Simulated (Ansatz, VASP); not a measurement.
## Two plane-wave programs on Au

The input INCAR:

```
PREC     = Accurate       # precision mode
ENCUT    = 520            # plane-wave cutoff, eV
EDIFF    = 1E-6           # SCF threshold, eV
ISMEAR   = 0              # smearing method
SIGMA    = 0.15           # smearing width, eV
LREAL    = F              # projectors in reciprocal space
LASPH    = T              # aspherical terms in the spheres
NELM     = 80             # most SCF steps
ALGO     = Fast           # electronic algorithm
ISIF     = 2              # what is computed and relaxed
LWAVE    = F              # write WAVECAR
LCHARG   = F              # write CHGCAR
GGA      = PS             # functional
NBANDS   = 12             # bands
```

KPOINTS

```
regular mesh
0
Gamma
  28 28 28
```

The input POSCAR:

```
Au
1.0
    0.0000000000      1.7837939893      2.6756909839
    1.7837939893      0.0000000000      2.6756909839
    1.7837939893      1.7837939893      0.0000000000
Au
1
Direct
    0.0000000000      0.0000000000      0.0000000000
```

Input for Ansatz:

```yaml
crystal:
  lattice:
    - [0.0, 1.7837939893, 2.6756909839]
    - [1.7837939893, 0.0, 2.6756909839]
    - [1.7837939893, 1.7837939893, 0.0]
  atoms:
    - { symbol: Au, position: [0.0, 0.0, 0.0] }
basis:
  ecutwfc: 420
kpoints:
  mp_grid: { grid: [28, 28, 28] }
hamiltonian:
  xc: pbesol
scf:
  occupations: { method: gaussian, width: 0.15 }
output:
  forces: true
  stress: true
  eigenvalues: true
```

Alike in both runs: task single point; functional PBEsol; k mesh 28 × 28 × 28; occupations gaussian, width 0.15 eV; no spin polarisation.

|  | VASP | Ansatz |
| --- | --- | --- |
| version | VASP 6.6.1 | Ansatz 0.2.0 |
| potentials or method | VASP PAW PBE potentials, release 64 (Au), cutoff 520 eV | scalar-relativistic, plane waves, PAW |
| valence electrons in the cell | 11 | 19 |

Ansatz gave:

```
gap on the k mesh at the Fermi level (eV)                     : none
pressure (GPa)                                                : 21.8
traceless stress, the component that is largest in VASP (GPa) : -31.72
```

**Question.** Which values does VASP return?

**Answer.** gap on the k mesh at the Fermi level (eV): none; pressure (GPa): 21.6; traceless stress, the component that is largest in VASP (GPa): -31.65.

VASP's potentials were made for PBE, not for PBEsol. A gap of «none» marks a metal or a gap that the smearing closes. VASP's potentials hold 11 valence electrons a cell and Ansatz's 19, so a difference there can come from the potentials and not from the codes.

Neither program's run includes spin-orbit coupling.
